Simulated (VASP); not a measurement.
# Sr2SnN2 (I4/mmm) in VASP: further runs

Sr2SnN2 is run at these levels: PBE; tasks: single point.

All numbers are computed with VASP 6.6.1; they aren't measurements. Logs are shortened: lines on timing, memory, paths and dates and some standing lists are left out, and cuts for length are marked.

## (1) The cell of the first run

The structure is tetragonal, space group I4/mmm (No. 139). The conventional cell has a = 3.918 Å, b = 3.918 Å, c = 14.014 Å, α = 90.00°, β = 90.00°, γ = 90.00°. Sr (site symmetry 4mm) has 5 N at 2.63 to 2.77 Å and 4 Sn at 3.57 Å within 3.6 Å. Sn (site symmetry 4/mmm) has 2 N at 2.14 Å within 2.8 Å. Within 2.8 Å of N (site symmetry 4mm) lie 1 Sn at 2.14 Å and 5 Sr at 2.63 to 2.77 Å.

## (2) Single point, PBE

Input file INCAR:

```
SYSTEM = Sr2SnN2
PREC = Accurate ; ENCUT = 520
EDIFF = 1E-6 ; ISMEAR = -1
SIGMA = 0.01 ; LREAL = .False.
LASPH = .True. ; NELM = 80
ALGO = Normal ; ISIF = 2
LWAVE = .False. ; LCHARG = .False.
GGA = PE ; NBANDS = 30
```

Input file KPOINTS:

```
Automatic mesh
0
Gamma
  8 8 8
  0 0 0
```

Input file POSCAR:

```
Sr2SnN2
1.0
   -1.9589324609      1.9589324609      7.0072275664
    1.9589324609     -1.9589324609      7.0072275664
    1.9589324609      1.9589324609     -7.0072275664
Sr Sn N
2 1 2
Direct
    0.1601385000      0.1601385000      0.0000000000
    0.8398615000      0.8398615000      0.0000000000
    0.5000000000      0.5000000000      0.0000000000
    0.6524670000      0.6524670000      0.0000000000
    0.3475330000      0.3475330000      0.0000000000
```

Potentials or basis: VASP PAW PBE potentials, release 64 (Sr_sv, Sn_d, N).

Launch:

```console
> cat potpaw_PBE.64/Sr_sv/POTCAR potpaw_PBE.64/Sn_d/POTCAR potpaw_PBE.64/N/POTCAR > POTCAR
> mpirun -np 1 vasp_std > vasp.out
```

OUTCAR:

```text
SYSTEM = Sr2SnN2
   PREC = Accurate
   ENCUT = 520
   EDIFF = 1E-6
   ISMEAR = -1
   LREAL = .False.
   LASPH = .True.
   NELM = 80
   ISIF = 2
   GGA = PE

 ion  position               nearest neighbor table
   1  0.160  0.160  0.000-   5 2.63   4 2.77   4 2.77   4 2.77   4 2.77   3 3.57   3 3.57   3 3.57
                             3 3.57   2 3.74   2 3.74   2 3.74   2 3.74   2 4.49
   2  0.840  0.840  0.000-   4 2.63   5 2.77   5 2.77   5 2.77   5 2.77   3 3.57   3 3.57   3 3.57
                             3 3.57   1 3.74   1 3.74   1 3.74   1 3.74   1 4.49
   3  0.500  0.500  0.000-   4 2.14   5 2.14   2 3.57   1 3.57   1 3.57   1 3.57   1 3.57   2 3.57
                             2 3.57   2 3.57
   4  0.652  0.652  0.000-   3 2.14   2 2.63   1 2.77   1 2.77   1 2.77   1 2.77
   5  0.348  0.348  0.000-   3 2.14   1 2.63   2 2.77   2 2.77   2 2.77   2 2.77

  LATTYP: Found a body centered tetragonal cell.
 ALAT       =     3.9178649218
 C/A-ratio  =     3.5770643992

  Lattice vectors:

 A1 = (  -1.9589324609,   1.9589324609,   7.0072275664)
 A2 = (   1.9589324609,  -1.9589324609,   7.0072275664)
 A3 = (   1.9589324609,   1.9589324609,  -7.0072275664)

Analysis of symmetry for initial positions (statically):
=====================================================================
 Subroutine PRICEL returns:
 Original cell was already a primitive cell.

 Routine SETGRP: Setting up the symmetry group for a
 body centered tetragonal supercell.

 Subroutine GETGRP returns: Found 16 space group operations
 (whereof 16 operations were pure point group operations)
 out of a pool of 16 trial point group operations.

The static configuration has the point symmetry D_4h.

Analysis of symmetry for dynamics (positions and initial velocities):
=====================================================================
 Subroutine PRICEL returns:
 Original cell was already a primitive cell.

 Routine SETGRP: Setting up the symmetry group for a
 body centered tetragonal supercell.

 Subroutine GETGRP returns: Found 16 space group operations
 (whereof 16 operations were pure point group operations)
 out of a pool of 16 trial point group operations.

The dynamic configuration has the point symmetry D_4h.

 Subroutine INISYM returns: Found 16 space group operations
 (whereof 16 operations are pure point group operations),
 and found     1 'primitive' translations

----------------------------------------------------------------------------------------

                                     Primitive cell

  volume of cell :     107.5586

  direct lattice vectors                    reciprocal lattice vectors
    -1.958932461  1.958932461  7.007227566     0.000000000  0.255241061  0.071354897
     1.958932461 -1.958932461  7.007227566     0.255241061  0.000000000  0.071354897
     1.958932461  1.958932461 -7.007227566     0.255241061  0.255241061  0.000000000

[... 90 lines left out ...]
   LREAL  =      F    real-space projection
[... 7 lines left out ...]
   TEBEG  =    0.0;   TEEND  =   0.0 temperature during run
   PSTRESS=    0.0 pullay stress
   NELECT =      44.0000    total number of electrons
   NUPDOWN=      -1.0000    fix difference up-down
   EMIN   =  10.00;   EMAX   =-10.00  energy-range for DOS
   EFERMI =   0.00;   METHOD = LEGACY
   ISMEAR =    -1;   SIGMA  =   0.01  broadening in eV -4-tet -1-fermi 0-gaus
   EFERMI_NEDOS =   21; number of points for ismear=-14 and -15
   IALGO  =     38    algorithm
   IMIX   =      4    mixing-type and parameters
     AMIX     =   0.40;   BMIX     =  1.00
     AMIX_MAG =   1.60;   BMIX_MAG =  1.00
  volume/ion in A,a.u.               =      21.51       145.17
  Fermi-wavevector in a.u.,A,eV,Ry     =   1.215283  2.296551 20.094611  1.476912
  Thomas-Fermi vector in A             =   2.350675
   LORBIT       =      0    0 simple, 1 ext, 2 COOP (PROOUT), +10 PAW based schemes
   GGA     = PE    functional components
   LHFCALC =     F    Hartree Fock is set to
   AEXX    =    0.0000 exact exchange contribution
   IVDW    =     0    specifies the selected vdW correction
   LEPSILON=     F    determine dielectric tensor
   LRPA    =     F    only Hartree local field effects (RPA)
 non-spin polarized calculation
  energy-cutoff  :      520.00
  volume of cell :      107.56
 maximum number of plane-waves:      2917
   NGX = 29   NGY = 29   NGZ = 29

 number of electron      44.0000003 magnetization

 Free energy of the ion-electron system (eV)
  ---------------------------------------------------
  ext. energy  EPLUGINS =         0.00000000
  ---------------------------------------------------
  free energy    TOTEN  =       -25.80492510 eV

  energy without entropy =      -25.80451552  energy(sigma->0) =      -25.80472031

 E-fermi :   4.1524     XC(G=0):  -9.6628

 val. band max:        4.1495058060   @ k =  -0.3750   0.5000   0.3750
 cond. band min:       4.1869597636   @ k =   0.5000   0.5000   0.3750
 fundamental gap:      0.0374539576
 Fermi energy:         4.1524213665

 k-point     1 :       0.0000    0.0000    0.0000
  band No.  band energies     occupation
      1     -30.4030      2.00000
      2     -30.3434      2.00000
      3     -17.4612      2.00000
      4     -17.4389      2.00000
      5     -17.4061      2.00000
      6     -17.2707      2.00000
[... 781 lines left out ...]
     29      10.0168      0.00000
     30      10.9536      0.00000

 [... further k-points ...]

------------------------ aborting loop because EDIFF is reached ----------------------------------------

  FORCE on cell =-STRESS in cart. coord.  units (eV):
  Direction    XX          YY          ZZ          XY          YZ          ZX
  --------------------------------------------------------------------------------------
  -------------------------------------------------------------------------------------
  Total       -1.9773952     -1.9773952     -3.1583869      0.0000000      0.0000000     -0.0000000
  in kB      -29.4549920    -29.4549920    -47.0468748      0.0000000      0.0000000     -0.0000000
  external PRESSURE =     -35.3189529 kB  Pullay stress =       0.0000000 kB

 VOLUME and BASIS-vectors are now :
 -----------------------------------------------------------------------------
  energy-cutoff  :      520.00
  volume of cell :      107.56
      direct lattice vectors                 reciprocal lattice vectors
    -1.958932461  1.958932461  7.007227566     0.000000000  0.255241061  0.071354897
     1.958932461 -1.958932461  7.007227566     0.255241061  0.000000000  0.071354897
     1.958932461  1.958932461 -7.007227566     0.255241061  0.255241061  0.000000000

 POSITION                                       TOTAL-FORCE (eV/Angst)
 -----------------------------------------------------------------------------------
      0.00000      0.00000      2.24425         0.000000      0.000000      0.026246
      0.00000      0.00000     11.77020         0.000000      0.000000     -0.026246
      0.00000      0.00000      7.00723         0.000000      0.000000     -0.000000
      0.00000      0.00000      9.14397        -0.000000     -0.000000     -0.220448
      0.00000      0.00000      4.87049        -0.000000     -0.000000      0.220448
 -----------------------------------------------------------------------------------
    total drift:                               -0.000000     -0.000000     -0.000000

  FREE ENERGIE OF THE ION-ELECTRON SYSTEM (eV)
  ---------------------------------------------------
  free  energy   TOTEN  =       -25.8049251020 eV

  energy  without entropy=      -25.8045155216  energy(sigma->0) =      -25.80472031
```

OSZICAR:

```text
N       E                     dE             d eps       ncg     rms          rms(c)
DAV:   1     0.417676332510E+03    0.41768E+03   -0.21384E+04  3554   0.166E+03
DAV:   2     0.258348030430E+02   -0.39184E+03   -0.37331E+03  3726   0.451E+02
DAV:   3    -0.285800076829E+02   -0.54415E+02   -0.52941E+02  4714   0.144E+02
DAV:   4    -0.320524269764E+02   -0.34724E+01   -0.34547E+01  5186   0.325E+01
DAV:   5    -0.322289643664E+02   -0.17654E+00   -0.17639E+00  5682   0.660E+00    0.236E+01
DAV:   6    -0.271724682894E+02    0.50565E+01   -0.64974E+01  5274   0.374E+01    0.248E+01
DAV:   7    -0.258716141778E+02    0.13009E+01   -0.74099E+00  4348   0.110E+01    0.148E+01
DAV:   8    -0.258819437398E+02   -0.10330E-01   -0.22795E+00  4298   0.651E+00    0.284E+00
DAV:   9    -0.258102417278E+02    0.71702E-01   -0.25881E-01  4978   0.224E+00    0.109E+00
DAV:  10    -0.258061241111E+02    0.41176E-02   -0.27777E-02  4692   0.757E-01    0.515E-01
DAV:  11    -0.258048499605E+02    0.12742E-02   -0.72160E-03  5320   0.347E-01    0.150E-01
DAV:  12    -0.258049141556E+02   -0.64195E-04   -0.90745E-04  4812   0.167E-01    0.464E-02
DAV:  13    -0.258049247590E+02   -0.10603E-04   -0.13337E-04  5068   0.564E-02    0.253E-02
DAV:  14    -0.258049247257E+02    0.33298E-07   -0.14691E-05  4688   0.205E-02    0.926E-03
DAV:  15    -0.258049251020E+02   -0.37624E-06   -0.17596E-06  3334   0.713E-03
   1 F= -.25804925E+02 E0= -.25804720E+02  d E =-.409580E-03
```

stdout:

```text
POSCAR found type information on POSCAR SrSnN
 POSCAR found :  3 types and       5 ions
 scaLAPACK will be used
 LDA part: xc-table for (Slater+PW92), standard interpolation
 POSCAR, INCAR and KPOINTS ok, starting setup
 FFT: planning ... GRIDC
 FFT: planning ... GRID_SOFT
 FFT: planning ... GRID
 WAVECAR not read
 entering main loop
```

It took 16 min on 1 thread of Intel Xeon 8259CL, shared host; peak memory 0.51 GiB.

Results:

```yaml
Free_energy: -25.8049 eV
Pressure: -3.5 GPa
Largest_force: 0.220 eV/Å
Band_gap_on_the_k_mesh: zero (bands 22 and 23 overlap by 0.16 eV)
```

Forces on the atoms (eV/Å):
```
Sr   0.000  0.000  0.026
Sr   0.000  0.000 -0.026
Sn   0.000  0.000  0.000
N    0.000  0.000 -0.220
N    0.000  0.000  0.220
```

Stress tensor (GPa, compression positive):
```
-2.95  0.00  0.00
 0.00 -2.95  0.00
 0.00  0.00 -4.70
```

Levels at points of the mesh, in eV from the Fermi level:
```csv
k point,band 19,band 20,band 21,band 22,band 23,band 24,band 25,band 26
"(0.00, 0.00, 0.00)",-1.46,-1.33,-0.98,-0.98,1.80,2.73,2.80,2.80
"(0.50, 0.00, 0.00)",-2.72,-2.16,-1.79,-0.91,0.25,3.82,4.19,4.37
"(0.50, 0.50, 0.00)",-2.75,-1.61,-1.42,-0.56,0.45,0.78,2.31,2.36
"(0.50, 0.50, 0.50)",-1.41,-0.93,-0.93,0.06,1.57,2.03,2.03,2.27
```

Caveat: the cell stands under tension; spin-orbit coupling is left out, which moves the levels of the heavy elements.

[end of part 1 of 3]
